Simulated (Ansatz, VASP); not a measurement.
## Two plane-wave programs on CuO

```
Cu O
1.0
     2.89402   -0.01546   -0.00397
     0.02381    2.89393   -0.00395
     0.01035    0.01024    5.09239
Cu O
2 2
Direct
  0.50000 0.00000 0.50000
  0.00000 0.50000 0.00000
  0.00026 0.99974 0.25000
  0.99974 0.00026 0.75000
```

Alike in both runs: functional PBEsol; k mesh 14 × 14 × 8; occupations gaussian, width 0.1 eV; no spin polarisation.

Ansatz relaxed the structure, and its values are those at the end. VASP's run is a single point on that final structure, the one shown.

|  | VASP | Ansatz |
| --- | --- | --- |
| version | VASP 6.6.1 | Ansatz 0.2.0 |
| potentials or method | VASP PAW PBE potentials, release 64 (Cu, O), cutoff 520 eV | scalar-relativistic, plane waves, PAW |
| valence electrons in the cell | 34 | 50 |

Ansatz gave:

```
gap on the k mesh at the Fermi level (eV) : none
pressure (GPa)                            : 0.0
```

**Question.** Estimate VASP's values.

**Answer.** gap on the k mesh at the Fermi level (eV): none; pressure (GPa): 0.8.

VASP's potentials were made for PBE, not for PBEsol. A gap of «none» marks a metal or a gap that the smearing closes. With one functional, cell and mesh, what is left measures potentials, basis and numerics. VASP's potentials hold 34 valence electrons a cell and Ansatz's 50, so a difference there can come from the potentials and not from the codes.
